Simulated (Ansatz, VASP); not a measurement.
Te2Mo: VASP beside Ansatz

File INCAR:

```
SYSTEM = Te2Mo
PREC     = Accurate       ! precision mode
ENCUT    = 520            ! plane-wave cutoff, eV
EDIFF    = 1E-6           ! SCF threshold, eV
ISMEAR   = -1             ! smearing method
SIGMA    = 0.05           ! smearing width, eV
LREAL    = .False.        ! projectors in reciprocal space
LASPH    = .True.         ! aspherical terms in the spheres
NELM     = 100            ! most SCF steps
ALGO     = Normal         ! electronic algorithm
ISIF     = 2              ! what is computed and relaxed
LWAVE    = .False.        ! write WAVECAR
LCHARG   = .True.         ! write CHGCAR
LELF     = .True.         ! ELF
LVHAR    = .True.       
NBANDS   = 35             ! bands
```

File KPOINTS:

```
Automatic mesh
0
Gamma
  9 9 2
  0 0 0
```

File POSCAR:

```
Te2Mo
1.0
    3.4877102878      0.0000000000      0.0000000000
   -1.7438551439      3.0204457102      0.0000000000
    0.0000000000      0.0000000000     24.3047679867
Te Mo
4 2
Direct
    0.3333333333      0.6666666667      0.2236394800
    0.6666666667      0.3333333333      0.9206288600
    0.6666666667      0.3333333333      0.7763605200
    0.3333333333      0.6666666667      0.0793711400
    0.6666666667      0.3333333333      0.1515414900
    0.3333333333      0.6666666667      0.8484585100
```

The input input.yaml:

```yaml
crystal:
  lattice:
    - [3.4877102878, 0.0, 0.0]
    - [-1.7438551439, 3.0204457102, 0.0]
    - [0.0, 0.0, 24.3047679867]
  atoms:
    - { symbol: Te, position: [0.3333333333, 0.6666666667, 0.22363948] }
    - { symbol: Te, position: [0.6666666667, 0.3333333333, 0.92062886] }
    - { symbol: Te, position: [0.6666666667, 0.3333333333, 0.77636052] }
    - { symbol: Te, position: [0.3333333333, 0.6666666667, 0.07937114] }
    - { symbol: Mo, position: [0.6666666667, 0.3333333333, 0.15154149] }
    - { symbol: Mo, position: [0.3333333333, 0.6666666667, 0.84845851] }
kpoints:
  mp_grid: { grid: [9, 9, 2] }
scf:
  occupations: { method: fermi_dirac, width: 0.05 }
hamiltonian:
  xc: lda
  pseudopotentials: { kind: all_electron, lapw: { basis_error: 0.002 } }
output:
  forces: true
  stress: true
  eigenvalues: true
```

Change from the starting cell: volume scaled by 0.94.

Alike in both runs: task single point; functional LDA; k mesh 9 × 9 × 2; occupations fermi-dirac, width 0.05 eV; no spin polarisation.

|  | VASP | Ansatz |
| --- | --- | --- |
| version | VASP 6.6.1 | Ansatz 0.2.0 |
| potentials or method | VASP PAW LDA potentials, release 64 (Te, Mo_sv), cutoff 520 eV | all-electron LAPW, scalar-relativistic |

Ansatz gave:

```
gap on the k mesh at the Fermi level (eV) : 1.12
least direct gap on the mesh (eV)         : 1.12
rms of the force components (eV/Å)        : 0.271
```

**Question.** What did VASP give for the same quantities?

**Answer.** gap on the k mesh at the Fermi level (eV): 1.11; least direct gap on the mesh (eV): 1.11; rms of the force components (eV/Å): 0.298.

LDA's correlation is that of Perdew and Zunger in VASP and of Perdew and Wang (1992) in Ansatz. Atom by atom the forces differ by 0.027 eV/Å (rms over components). Ansatz ran all-electron here, and VASP with PAW potentials.

Spin-orbit coupling is off throughout.
